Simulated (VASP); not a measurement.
# FeS2 (Pa-3) in VASP: single point with PBE+U

Aim: the single point of FeS2 with PBE+U.

Program: VASP 6.6.1. These are calculated values, not measurements. Logs are shortened: lines on timing, memory, paths and dates and some standing lists are left out, and cuts for length are marked.

### 1 The cell of the first run

Symmetry: Pa-3, No. 205, cubic system. The conventional cell has a = 5.418 Å, b = 5.418 Å, c = 5.418 Å, α = 90.00°, β = 90.00°, γ = 90.00°. Within 3.0 Å of Fe (site symmetry -3) lie 6 S at 2.26 Å. Within 2.9 Å of S (site symmetry 3) lie 1 S at 2.16 Å and 3 Fe at 2.26 Å.

### 2 Single point, PBE+U

Contents of INCAR:

```
PREC = Accurate
ENCUT = 600
EDIFF = 1E-6
ISMEAR = -1
SIGMA = 0.05
LREAL = F
LASPH = T
NELM = 200
ALGO = Normal
ISIF = 2
LWAVE = F
LCHARG = T
LMAXMIX = 4
LDAU = T
LDAUTYPE = 2
LDAUL = 2 -1
LDAUU = 4 0
LDAUJ = 0 0
LDAUPRINT = 1
GGA = PE
LELF = T
LVHAR = T
NBANDS = 52
GGA_COMPAT = F
```

Contents of KPOINTS:

```
Automatic mesh
0
Gamma
  5 5 5
```

Contents of POSCAR:

```
FeS2
1.0
    5.4178000000      0.0000000000      0.0000000000
    0.0000000000      5.4178000000      0.0000000000
    0.0000000000      0.0000000000      5.4178000000
Fe S
4 8
Direct
    0.0000000000      0.0000000000      0.0000000000
    0.5000000000      0.0000000000      0.5000000000
    0.5000000000      0.5000000000      0.0000000000
    0.0000000000      0.5000000000      0.5000000000
    0.3848200000      0.3848200000      0.3848200000
    0.1151800000      0.6151800000      0.8848200000
    0.8848200000      0.1151800000      0.6151800000
    0.6151800000      0.8848200000      0.1151800000
    0.6151800000      0.6151800000      0.6151800000
    0.8848200000      0.3848200000      0.1151800000
    0.1151800000      0.8848200000      0.3848200000
    0.3848200000      0.1151800000      0.8848200000
```

Potentials or basis: VASP PAW PBE potentials, release 64 (Fe, S).

Started as:

```bash
$ cat potpaw_PBE.64/Fe/POTCAR potpaw_PBE.64/S/POTCAR > POTCAR
$ mpirun -np 1 vasp_std > vasp.out
```

OUTCAR:

```text
PREC = Accurate
   ENCUT = 600
   EDIFF = 1E-6
   ISMEAR = -1
   LREAL = F
   LASPH = T
   NELM = 200
   ISIF = 2
   GGA = PE

 ion  position               nearest neighbor table
   1  0.000  0.000  0.000-   6 2.26   7 2.26   8 2.26  10 2.26  11 2.26  12 2.26
   2  0.500  0.000  0.500-   5 2.26   7 2.26   8 2.26   9 2.26  11 2.26  12 2.26
   3  0.500  0.500  0.000-   5 2.26   6 2.26   8 2.26   9 2.26  10 2.26  12 2.26
   4  0.000  0.500  0.500-   5 2.26   6 2.26   7 2.26   9 2.26  10 2.26  11 2.26
   5  0.385  0.385  0.385-   9 2.16   3 2.26   4 2.26   2 2.26
   6  0.115  0.615  0.885-  10 2.16   3 2.26   4 2.26   1 2.26
   7  0.885  0.115  0.615-  11 2.16   2 2.26   4 2.26   1 2.26
   8  0.615  0.885  0.115-  12 2.16   2 2.26   3 2.26   1 2.26
   9  0.615  0.615  0.615-   5 2.16   3 2.26   4 2.26   2 2.26
  10  0.885  0.385  0.115-   6 2.16   3 2.26   4 2.26   1 2.26
  11  0.115  0.885  0.385-   7 2.16   2 2.26   4 2.26   1 2.26
  12  0.385  0.115  0.885-   8 2.16   2 2.26   3 2.26   1 2.26

  LATTYP: Found a simple cubic cell.
 ALAT       =     5.4178000000

  Lattice vectors:

 A1 = (   5.4178000000,   0.0000000000,   0.0000000000)
 A2 = (   0.0000000000,   5.4178000000,   0.0000000000)
 A3 = (   0.0000000000,   0.0000000000,   5.4178000000)

Analysis of symmetry for initial positions (statically):
=====================================================================
 Subroutine PRICEL returns:
 Original cell was already a primitive cell.

 Routine SETGRP: Setting up the symmetry group for a
 simple cubic supercell.

 Subroutine GETGRP returns: Found 24 space group operations
 (whereof  6 operations were pure point group operations)
 out of a pool of 48 trial point group operations.

The static configuration has the point symmetry S_6 .
 The point group associated with its full space group is T_h .

Analysis of symmetry for dynamics (positions and initial velocities):
=====================================================================
 Subroutine PRICEL returns:
 Original cell was already a primitive cell.

 Routine SETGRP: Setting up the symmetry group for a
[... 278 lines left out ...]
  o =  0.3514  v =  0.0000  0.4483  0.7556  0.4483  0.1646  0.0000  0.0000  0.0000  0.0000  0.0000      0.0000  0.0000  0.0000  0.0000  0.0000  0.0000  0.0000  0.0000  0.0000  0.0000
  o =  0.3514  v =  0.0000  0.0000  0.0000  0.0000  0.0000  0.0000  0.4483  0.7556  0.4483  0.1646      0.0000  0.0000  0.0000  0.0000  0.0000  0.0000  0.0000  0.0000  0.0000  0.0000
  o =  0.8573  v =  0.0000  0.0000  0.0000  0.0000  0.0000 -0.2238 -0.3994  0.6271 -0.6232 -0.0934      0.0000  0.0000  0.0000  0.0000  0.0000  0.0000  0.0000  0.0000  0.0000  0.0000
  o =  0.8573  v = -0.2238 -0.3994  0.6271 -0.6232 -0.0934  0.0000  0.0000  0.0000  0.0000  0.0000      0.0000  0.0000  0.0000  0.0000  0.0000  0.0000  0.0000  0.0000  0.0000  0.0000
  o =  0.8573  v =  0.0000  0.0000  0.0000  0.0000  0.0000  0.5904 -0.4890  0.0934  0.1014  0.6271      0.0000  0.0000  0.0000  0.0000  0.0000  0.0000  0.0000  0.0000  0.0000  0.0000
  o =  0.8573  v =  0.5904 -0.4890  0.0934  0.1014  0.6271  0.0000  0.0000  0.0000  0.0000  0.0000      0.0000  0.0000  0.0000  0.0000  0.0000  0.0000  0.0000  0.0000  0.0000  0.0000
  o =  0.8838  v =  0.5774  0.5774 -0.0000 -0.5774  0.0000  0.0000  0.0000  0.0000  0.0000  0.0000      0.0000  0.0000  0.0000  0.0000  0.0000  0.0000  0.0000  0.0000  0.0000  0.0000
  o =  0.8838  v =  0.0000  0.0000  0.0000  0.0000  0.0000  0.5774  0.5774 -0.0000 -0.5774  0.0000      0.0000  0.0000  0.0000  0.0000  0.0000  0.0000  0.0000  0.0000  0.0000  0.0000

 number of electron      79.9999986 magnetization

 Free energy of the ion-electron system (eV)
  ---------------------------------------------------
  ext. energy  EPLUGINS =         0.00000000
  ---------------------------------------------------
  free energy    TOTEN  =       -57.56028558 eV

  energy without entropy =      -57.56028547  energy(sigma->0) =      -57.56028553

 E-fermi :   7.8176     XC(G=0): -11.8525

 val. band max:        6.9932381702   @ k =   0.4000   0.4000   0.0000
 cond. band min:       8.4392392127   @ k =   0.0000   0.0000   0.0000
 fundamental gap:      1.4460010424
 Fermi energy:         7.8175698232

 k-point     1 :       0.0000    0.0000    0.0000
  band No.  band energies     occupation
      1      -8.9918      2.00000
      2      -6.8613      2.00000
      3      -6.8613      2.00000
      4      -6.8613      2.00000
      5      -4.4363      2.00000
      6      -4.4363      2.00000
[... 594 lines left out ...]
     51      10.9631      0.00000
     52      10.9631      0.00000

------------------------ aborting loop because EDIFF is reached ----------------------------------------

  FORCE on cell =-STRESS in cart. coord.  units (eV):
  Direction    XX          YY          ZZ          XY          YZ          ZX
  --------------------------------------------------------------------------------------
  -------------------------------------------------------------------------------------
  Total        4.9483463      4.9483463      4.9483463     -0.0000000      0.0000000      0.0000000
  in kB       49.8542007     49.8542007     49.8542007     -0.0000000      0.0000000      0.0000000
  external PRESSURE =      49.8542007 kB  Pullay stress =       0.0000000 kB

 VOLUME and BASIS-vectors are now :
 -----------------------------------------------------------------------------
  energy-cutoff  :      600.00
  volume of cell :      159.03
      direct lattice vectors                 reciprocal lattice vectors
     5.417800000  0.000000000  0.000000000     0.184576765  0.000000000  0.000000000
     0.000000000  5.417800000  0.000000000     0.000000000  0.184576765  0.000000000
     0.000000000  0.000000000  5.417800000     0.000000000  0.000000000  0.184576765

 POSITION                                       TOTAL-FORCE (eV/Angst)
 -----------------------------------------------------------------------------------
      0.00000      0.00000      0.00000         0.000000     -0.000000      0.000000
      2.70890      0.00000      2.70890         0.000000     -0.000000      0.000000
      2.70890      2.70890      0.00000         0.000000     -0.000000      0.000000
      0.00000      2.70890      2.70890         0.000000     -0.000000      0.000000
      2.08488      2.08488      2.08488         0.337671      0.337671      0.337671
      0.62402      3.33292      4.79378        -0.337671     -0.337671      0.337671
      4.79378      0.62402      3.33292         0.337671     -0.337671     -0.337671
      3.33292      4.79378      0.62402        -0.337671      0.337671     -0.337671
      3.33292      3.33292      3.33292        -0.337671     -0.337671     -0.337671
      4.79378      2.08488      0.62402         0.337671      0.337671     -0.337671
      0.62402      4.79378      2.08488        -0.337671      0.337671      0.337671
      2.08488      0.62402      4.79378         0.337671     -0.337671      0.337671
 -----------------------------------------------------------------------------------
    total drift:                               -0.000000      0.000000      0.000000

  FREE ENERGIE OF THE ION-ELECTRON SYSTEM (eV)
  ---------------------------------------------------
  free  energy   TOTEN  =       -57.5602855788 eV

  energy  without entropy=      -57.5602854745  energy(sigma->0) =      -57.56028553
```

OSZICAR:

```text
N       E                     dE             d eps       ncg     rms          rms(c)
DAV:   1     0.843035733105E+03    0.84304E+03   -0.37615E+04  1144   0.182E+03
DAV:   2     0.670771936345E+02   -0.77596E+03   -0.74210E+03  1148   0.428E+02
DAV:   3    -0.489007358055E+02   -0.11598E+03   -0.10621E+03  1464   0.174E+02
DAV:   4    -0.582477834239E+02   -0.93470E+01   -0.91109E+01  1488   0.503E+01
DAV:   5    -0.585497676123E+02   -0.30198E+00   -0.30131E+00  1492   0.903E+00    0.373E+01
DAV:   6    -0.698104764500E+02   -0.11261E+02   -0.91031E+01  1644   0.105E+02    0.360E+01
DAV:   7    -0.554995992578E+02    0.14311E+02   -0.44767E+01  1452   0.110E+02    0.148E+01
DAV:   8    -0.574139385189E+02   -0.19143E+01   -0.10176E+01  1372   0.123E+01    0.738E+00
DAV:   9    -0.573446253526E+02    0.69313E-01   -0.10802E+00  1408   0.108E+01    0.311E+00
DAV:  10    -0.574670692800E+02   -0.12244E+00   -0.43201E-01  1744   0.427E+00    0.132E+00
DAV:  11    -0.575554572640E+02   -0.88388E-01   -0.90107E-02  1540   0.233E+00    0.750E-01
DAV:  12    -0.575577042642E+02   -0.22470E-02   -0.28937E-02  1204   0.158E+00    0.538E-01
DAV:  13    -0.575595820023E+02   -0.18777E-02   -0.28560E-03  1612   0.313E-01    0.236E-01
DAV:  14    -0.575602869252E+02   -0.70492E-03   -0.15749E-03  1368   0.291E-01    0.217E-01
DAV:  15    -0.575602817492E+02    0.51761E-05   -0.70667E-04  1292   0.244E-01    0.699E-02
DAV:  16    -0.575602854372E+02   -0.36880E-05   -0.21380E-05  1436   0.344E-02    0.355E-02
DAV:  17    -0.575602855788E+02   -0.14161E-06   -0.32051E-06   888   0.186E-02
   1 F= -.57560286E+02 E0= -.57560286E+02  d E =-.104279E-06
```

stdout:

```text
POSCAR found type information on POSCAR FeS
 POSCAR found :  2 types and      12 ions
 scaLAPACK will be used
 LDA part: xc-table for (Slater+PW92), standard interpolation
 POSCAR, INCAR and KPOINTS ok, starting setup
 FFT: planning ... GRIDC
 FFT: planning ... GRID_SOFT
 FFT: planning ... GRID
 WAVECAR not read
 entering main loop
```

It took 2.2 min on 1 thread of Intel Xeon Platinum 8259CL at 2.50GHz (Skylake/Cascade Lake), shared host; peak memory 0.36 GiB.

Results:

```yaml
Free_energy: -57.5603 eV
Pressure: 5.0 GPa
Largest_force: 0.585 eV/Å
Band_gap_on_the_k_mesh: 1.45 eV (least direct gap 1.49 eV)
```

Forces in eV/Å, atoms in the order of the input:
```
Fe   0.000  0.000  0.000
Fe   0.000  0.000  0.000
Fe   0.000  0.000  0.000
Fe   0.000  0.000  0.000
S    0.338  0.338  0.338
S   -0.338 -0.338  0.338
S    0.338 -0.338 -0.338
S   -0.338  0.338 -0.338
S   -0.338 -0.338 -0.338
S    0.338  0.338 -0.338
S   -0.338  0.338  0.338
S    0.338 -0.338  0.338
```

Eigenvalues of the final occupation matrices:
```tsv
site	spin	trace	eigenvalues
site 1 d	1	3.30	0.35 0.35 0.86 0.86 0.88
site 1 d	2	3.30	0.35 0.35 0.86 0.86 0.88
site 2 d	1	3.30	0.35 0.35 0.86 0.86 0.88
site 2 d	2	3.30	0.35 0.35 0.86 0.86 0.88
site 3 d	1	3.30	0.35 0.35 0.86 0.86 0.88
site 3 d	2	3.30	0.35 0.35 0.86 0.86 0.88
site 4 d	1	3.30	0.35 0.35 0.86 0.86 0.88
site 4 d	2	3.30	0.35 0.35 0.86 0.86 0.88
```

Caveat: the cell stands under pressure; an odd mesh through Γ misses points on the zone boundary, where band edges can lie.
